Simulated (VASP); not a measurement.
# KF (R-3m) in VASP: a series of runs

Runs on KF. Level: PBE. Tasks: single point.

All numbers are computed with VASP 6.6.1; they aren't measurements. Logs are shortened: lines on timing, memory, paths and dates and some standing lists are left out, and cuts for length are marked.

### 1 The cell of the first run

Symmetry: R-3m, No. 166, trigonal system. Conventional cell: a = 3.912 Å, b = 3.912 Å, c = 9.737 Å, α = 90.00°, β = 90.00°, γ = 120.00°. K (site symmetry -3m) has 6 F at 2.78 Å within 3.7 Å. F (site symmetry -3m) has 6 K at 2.78 Å within 3.7 Å.

### 2 Single point, PBE (21.51 Å³/atom)

The input, INCAR:

```
SYSTEM = KF
  PREC = Accurate
  ENCUT = 520
  EDIFF = 1E-6
  ISMEAR = 0
  SIGMA = 0.05
  LREAL = .False.
  LASPH = .True.
  NELM = 60
  ALGO = Normal
  ISIF = 2
  LWAVE = .False.
  LCHARG = .False.
  GGA = PE
  NBANDS = 15
```

The input, KPOINTS:

```
regular mesh
0
Gamma
  8 8 8
  0 0 0
```

The input, POSCAR:

```
KF
1.0
    0.0298738115      2.7959674732      2.7959674732
    2.7959674732      0.0298738115      2.7959674732
    2.7959674732      2.7959674732      0.0298738115
K F
1 1
Direct
    0.0000000000      0.0000000000      0.0000000000
    0.5000000000      0.5000000000      0.5000000000
```

Potentials or basis: VASP PAW PBE potentials, release 64 (K_sv, F).

Command:

```
$ cat potpaw_PBE.64/K_sv/POTCAR potpaw_PBE.64/F/POTCAR > POTCAR
$ mpirun -np 1 vasp_std > vasp.out
```

OUTCAR:

```text
SYSTEM = KF
   PREC = Accurate
   ENCUT = 520
   EDIFF = 1E-6
   ISMEAR = 0
   LREAL = .False.
   LASPH = .True.
   NELM = 60
   ISIF = 2
   GGA = PE

 ion  position               nearest neighbor table
   1  0.000  0.000  0.000-   2 2.78   2 2.78   2 2.78   2 2.78   2 2.78   2 2.78
   2  0.500  0.500  0.500-   1 2.78   1 2.78   1 2.78   1 2.78   1 2.78   1 2.78

  LATTYP: Found a trigonal (rhomboedric) cell.
 ALAT       =     3.9542079696
 COS(alpha) =     0.5106554578

  Lattice vectors:

 A1 = (   0.0298738115,   2.7959674732,   2.7959674732)
 A2 = (   2.7959674732,   0.0298738115,   2.7959674732)
 A3 = (   2.7959674732,   2.7959674732,   0.0298738115)

Analysis of symmetry for initial positions (statically):
=====================================================================
 Subroutine PRICEL returns:
 Original cell was already a primitive cell.

 Routine SETGRP: Setting up the symmetry group for a
 trigonal (rhombohedral) supercell.

 Subroutine GETGRP returns: Found 12 space group operations
 (whereof 12 operations were pure point group operations)
 out of a pool of 12 trial point group operations.

The static configuration has the point symmetry D_3d.

Analysis of symmetry for dynamics (positions and initial velocities):
=====================================================================
 Subroutine PRICEL returns:
 Original cell was already a primitive cell.

 Routine SETGRP: Setting up the symmetry group for a
 trigonal (rhombohedral) supercell.

 Subroutine GETGRP returns: Found 12 space group operations
 (whereof 12 operations were pure point group operations)
 out of a pool of 12 trial point group operations.

The dynamic configuration has the point symmetry D_3d.

 Subroutine INISYM returns: Found 12 space group operations
 (whereof 12 operations are pure point group operations),
 and found     1 'primitive' translations

----------------------------------------------------------------------------------------

                                     Primitive cell

  volume of cell :      43.0140

  direct lattice vectors                    reciprocal lattice vectors
     0.029873811  2.795967473  2.795967473    -0.181720874  0.179799784  0.179799784
     2.795967473  0.029873811  2.795967473     0.179799784 -0.181720874  0.179799784
     2.795967473  2.795967473  0.029873811     0.179799784  0.179799784 -0.181720874

  length of vectors
     3.954207970  3.954207970  3.954207970     0.312535439  0.312535439  0.312535439

  position of ions in fractional coordinates (direct lattice)
     0.000000000  0.000000000  0.000000000
     0.500000000  0.500000000  0.500000000

  ion indices of the primitive-cell ions
   primitive index   ion index
                 1           1
                 2           2

----------------------------------------------------------------------------------------

 KPOINTS: regular mesh

Automatic generation of k-mesh.
 Grid dimensions read from file:
 generate k-points for:    8    8    8

 Generating k-lattice:

  Cartesian coordinates                     Fractional coordinates (reciprocal lattice)
    -0.022715109  0.022474973  0.022474973     0.125000000 -0.000000000 -0.000000000
     0.022474973 -0.022715109  0.022474973    -0.000000000  0.125000000 -0.000000000
     0.022474973  0.022474973 -0.022715109    -0.000000000 -0.000000000  0.125000000

  Length of vectors
     0.039066930  0.039066930  0.039066930

  Shift w.r.t. Gamma in fractional coordinates (k-lattice)
     0.000000000  0.000000000  0.000000000

 Subroutine IBZKPT returns following result:
 ===========================================

 Found     65 irreducible k-points:

 Following reciprocal coordinates:
            Coordinates               Weight
  0.000000  0.000000  0.000000      1.000000
  0.125000  0.000000  0.000000      6.000000
  0.250000  0.000000  0.000000      6.000000
  0.375000  0.000000  0.000000      6.000000
  0.500000  0.000000  0.000000      3.000000
  0.125000  0.125000  0.000000      6.000000
[... 16 lines left out ...]
  0.250000  0.125000  0.125000      6.000000
  0.375000  0.125000  0.125000      6.000000
 [... further k-points ...]
   k-points           NKPTS =     65   k-points in BZ     NKDIM =     65   number of bands    NBANDS=     15
   number of dos      NEDOS =    301   number of ions     NIONS =      2
   total plane-waves  NPLWV =  27000
   dimension x,y,z NGX =    30 NGY =   30 NGZ =   30
   dimension x,y,z NGXF=    60 NGYF=   60 NGZF=   60
   ions per type =               1   1
   NGX,Y,Z   is equivalent  to a cutoff of  12.61, 12.61, 12.61 a.u.
   NGXF,Y,Z  is equivalent  to a cutoff of  25.23, 25.23, 25.23 a.u.
 SYSTEM =  KF
   PREC   = accura    normal or accurate (medium, high low for compatibility)
   ISTART =      0    job   : 0-new  1-cont  2-samecut
   ICHARG =      2    charge: 1-file 2-atom 10-const
   ISPIN  =      1    spin polarized calculation?
   LNONCOLLINEAR =      F non collinear calculations
   LSORBIT =      F    spin-orbit coupling
   LASPH  =      T    aspherical Exc in radial PAW
   ENCUT  =  520.0 eV  38.22 Ry    6.18 a.u.   7.35  7.35  7.35*2*pi/ulx,y,z
   NELM   =     60;   NELMIN=  2; NELMDL= -5     # of ELM steps
   EDIFF  = 0.1E-05   stopping-criterion for ELM
   LREAL  =      F    real-space projection
   EDIFFG = 0.1E-04   stopping-criterion for IOM
   NSW    =      0    number of steps for IOM
   IBRION =     -1    ionic relax: 0-MD 1-quasi-New 2-CG
   NFREE  =      0    steps in history (QN), initial steepest desc. (CG)
   ISIF   =      2    stress and relaxation
   ISYM   =      2    0-nonsym 1-usesym 2-fastsym
   POTIM  = 0.5000    time-step for ionic-motion
   TEBEG  =    0.0;   TEEND  =   0.0 temperature during run
   PSTRESS=    0.0 pullay stress
   NELECT =      16.0000    total number of electrons
   NUPDOWN=      -1.0000    fix difference up-down
   EMIN   =  10.00;   EMAX   =-10.00  energy-range for DOS
   EFERMI =   0.00;   METHOD = LEGACY
   ISMEAR =     0;   SIGMA  =   0.05  broadening in eV -4-tet -1-fermi 0-gaus
   EFERMI_NEDOS =   21; number of points for ismear=-14 and -15
   IALGO  =     38    algorithm
   IMIX   =      4    mixing-type and parameters
     AMIX     =   0.40;   BMIX     =  1.00
     AMIX_MAG =   1.60;   BMIX_MAG =  1.00
  volume/ion in A,a.u.               =      21.51       145.14
  Fermi-wavevector in a.u.,A,eV,Ry     =   1.177366  2.224899 18.860274  1.386191
  Thomas-Fermi vector in A             =   2.313714
   LORBIT       =      0    0 simple, 1 ext, 2 COOP (PROOUT), +10 PAW based schemes
   GGA     = PE    functional components
   LHFCALC =     F    Hartree Fock is set to
   AEXX    =    0.0000 exact exchange contribution
   IVDW    =     0    specifies the selected vdW correction
   LEPSILON=     F    determine dielectric tensor
   LRPA    =     F    only Hartree local field effects (RPA)
 non-spin polarized calculation
 Gauss-broadening in eV      SIGMA  =   0.05
  energy-cutoff  :      520.00
  volume of cell :       43.01
 maximum number of plane-waves:      1177
 NGX is ok and might be reduce to    30
   NGX = 15   NGY = 15   NGZ = 15

 number of electron      16.0000003 magnetization

 Free energy of the ion-electron system (eV)
  ---------------------------------------------------
  ext. energy  EPLUGINS =         0.00000000
  ---------------------------------------------------
  free energy    TOTEN  =        -8.28212499 eV

  energy without entropy =       -8.28212499  energy(sigma->0) =       -8.28212499

 E-fermi :  -2.7655     XC(G=0):  -7.8754

 val. band max:       -3.0837987884   @ k =   0.0000   0.0000   0.0000
 cond. band min:       2.4876683725   @ k =   0.0000   0.0000   0.0000
 fundamental gap:      5.5714671609
 Fermi energy:        -2.7655242276

 k-point     1 :       0.0000    0.0000    0.0000
  band No.  band energies     occupation
      1     -29.5852      2.00000
      2     -21.6835      2.00000
      3     -12.9075      2.00000
      4     -12.9056      2.00000
      5     -12.9056      2.00000
      6      -3.1004      2.00000
      7      -3.0838      2.00000
      8      -3.0838      2.00000
      9       2.4877      0.00000
     10       7.1446      0.00000
     11       7.2859      0.00000
     12       7.2859      0.00000
     13       8.7610      0.00000
     14       8.7610      0.00000
     15      13.0506      0.00000

 k-point     2 :       0.1250    0.0000    0.0000
  band No.  band energies     occupation
      1     -29.5773      2.00000
      2     -21.6894      2.00000
      3     -12.9379      2.00000
      4     -12.9113      2.00000
      5     -12.9107      2.00000
      6      -3.2045      2.00000
      7      -3.1387      2.00000
      8      -3.1230      2.00000
      9       2.8806      0.00000
     10       7.0153      0.00000
     11       7.3485      0.00000
     12       7.4767      0.00000
     13       8.8672      0.00000
     14       8.8704      0.00000
     15      13.7274      0.00000

 k-point     3 :       0.2500    0.0000    0.0000
  band No.  band energies     occupation
      1     -29.5583      2.00000
      2     -21.7035      2.00000
      3     -13.0149      2.00000
      4     -12.9228      2.00000
      5     -12.9207      2.00000
      6      -3.4562      2.00000
      7      -3.2347      2.00000
      8      -3.2162      2.00000
      9       3.8837      0.00000
     10       6.6267      0.00000
     11       7.7993      0.00000
     12       7.9401      0.00000
     13       9.2206      0.00000
     14       9.2347      0.00000
     15      14.4193      0.00000
[... 343 lines left out ...]
 k-point    23 :       0.2500    0.1250    0.1250
  band No.  band energies     occupation
      1     -29.5666      2.00000
      2     -21.6975      2.00000
      3     -12.9633      2.00000
      4     -12.9506      2.00000
      5     -12.9065      2.00000
      6      -3.3721      2.00000
      7      -3.1990      2.00000
      8      -3.1303      2.00000
      9       3.4387      0.00000
     10       6.6482      0.00000
     11       7.6797      0.00000
     12       7.7916      0.00000
     13       9.0275      0.00000
     14       9.0968      0.00000
     15      14.4706      0.00000

 k-point    24 :       0.3750    0.1250    0.1250
  band No.  band energies     occupation
      1     -29.5477      2.00000
      2     -21.7088      2.00000
      3     -13.0421      2.00000
      4     -12.9741      2.00000
      5     -12.9189      2.00000
      6      -3.5575      2.00000
      7      -3.2872      2.00000
      8      -3.2117      2.00000
      9       4.4696      0.00000
     10       6.4187      0.00000
     11       8.0647      0.00000
     12       8.1804      0.00000
     13       9.3510      0.00000
     14       9.7093      0.00000
     15      13.6351      0.00000

 [... further k-points ...]

------------------------ aborting loop because EDIFF is reached ----------------------------------------

  FORCE on cell =-STRESS in cart. coord.  units (eV):
  Direction    XX          YY          ZZ          XY          YZ          ZX
  --------------------------------------------------------------------------------------
  -------------------------------------------------------------------------------------
  Total       -0.5070504     -0.5070504     -0.5070504     -0.0412240     -0.0412240     -0.0412240
  in kB      -18.8865158    -18.8865158    -18.8865158     -1.5355020     -1.5355020     -1.5355020
  external PRESSURE =     -18.8865158 kB  Pullay stress =       0.0000000 kB

 VOLUME and BASIS-vectors are now :
 -----------------------------------------------------------------------------
  energy-cutoff  :      520.00
  volume of cell :       43.01
      direct lattice vectors                 reciprocal lattice vectors
     0.029873811  2.795967473  2.795967473    -0.181720874  0.179799784  0.179799784
     2.795967473  0.029873811  2.795967473     0.179799784 -0.181720874  0.179799784
     2.795967473  2.795967473  0.029873811     0.179799784  0.179799784 -0.181720874

 POSITION                                       TOTAL-FORCE (eV/Angst)
 -----------------------------------------------------------------------------------
      0.00000      0.00000      0.00000        -0.000000      0.000000      0.000000
      2.81090      2.81090      2.81090         0.000000     -0.000000     -0.000000
 -----------------------------------------------------------------------------------
    total drift:                                0.000000      0.000000      0.000000

  FREE ENERGIE OF THE ION-ELECTRON SYSTEM (eV)
  ---------------------------------------------------
  free  energy   TOTEN  =        -8.2821249879 eV

  energy  without entropy=       -8.2821249879  energy(sigma->0) =       -8.28212499
```

Wall time 49 s (1 thread of Intel Xeon 8259CL, shared host); peak memory 0.19 GiB.

Results:

| Item | Value |
| --- | --- |
| Free energy | -8.2821 eV |
| Pressure | -1.9 GPa |
| Band gap on the k mesh | 5.57 eV |

Levels at points of the mesh, in eV from the valence-band top:
| k point | band 5 | band 6 | band 7 | band 8 | band 9 | band 10 | band 11 | band 12 |
| --- | --- | --- | --- | --- | --- | --- | --- | --- |
| (0.00, 0.00, 0.00) | -9.82 | -0.02 | 0.00 | 0.00 | 5.57 | 10.23 | 10.37 | 10.37 |
| (0.50, 0.00, 0.00) | -9.85 | -0.67 | -0.28 | -0.26 | 8.57 | 9.75 | 11.43 | 11.57 |
| (0.50, 0.50, 0.00) | -9.96 | -0.26 | -0.09 | -0.07 | 8.06 | 9.64 | 10.88 | 12.96 |
| (0.50, 0.50, 0.50) | -9.85 | -0.68 | -0.25 | -0.25 | 8.51 | 9.70 | 11.48 | 11.48 |

A k mesh can miss the band edges. A hybrid or GW would open this gap; PBE tends to underestimate it.

### 3 Single point, PBE (21.51 Å³/atom)

The input, INCAR:

```
PREC     = Accurate       # precision mode
ENCUT    = 520            # plane-wave cutoff, eV
EDIFF    = 1E-7           # SCF threshold, eV
ISMEAR   = 0              # smearing method
SIGMA    = 0.05           # smearing width, eV
LREAL    = F              # projectors in reciprocal space
LASPH    = T              # aspherical terms in the spheres
NELM     = 60             # most SCF steps
ALGO     = Normal         # electronic algorithm
ISIF     = 2              # what is computed and relaxed
LWAVE    = F              # write WAVECAR
LCHARG   = F              # write CHGCAR
GGA      = PE             # functional
NBANDS   = 15             # bands
```

The input, KPOINTS:

```
regular mesh
0
Gamma
  8 8 8
```

The input, POSCAR:

```
KF
1.0
    0.0899461090      2.8266431382      2.8266431382
    2.8266431382      0.0899461090      2.8266431382
    2.8266431382      2.8266431382      0.0899461090
K F
1 1
Direct
    0.0000000000      0.0000000000      0.0000000000
    0.5000000000      0.5000000000      0.5000000000
```

Potentials or basis: VASP PAW PBE potentials, release 64 (K_sv, F).

Command:

```
$ cat potpaw_PBE.64/K_sv/POTCAR potpaw_PBE.64/F/POTCAR > POTCAR
$ mpirun -np 1 vasp_std > vasp.out
```

Run time: 63 s. Hardware: 1 thread of Intel Xeon 8259CL, shared host; peak memory 0.19 GiB.

The run converged. Its results:

* Free energy: -8.2767 eV
* Pressure: -1.9 GPa
* Band gap on the k mesh: 5.55 eV

Stress tensor (GPa, compression positive):
```
-1.91 -0.49 -0.49
-0.49 -1.91 -0.49
-0.49 -0.49 -1.91
```

Levels at points of the mesh, in eV from the valence-band top:
```tsv
k point	band 6	band 7	band 8	band 9	band 10	band 11
(0.00, 0.00, 0.00)	-0.05	0.00	0.00	5.55	10.03	10.43
(0.50, 0.00, 0.00)	-0.69	-0.33	-0.26	8.57	9.76	11.30
(0.50, 0.50, 0.00)	-0.27	-0.11	-0.07	8.04	9.61	10.87
(0.50, 0.50, 0.50)	-0.70	-0.23	-0.23	8.39	9.60	11.42
```

(Continued in part 2 of 2.)
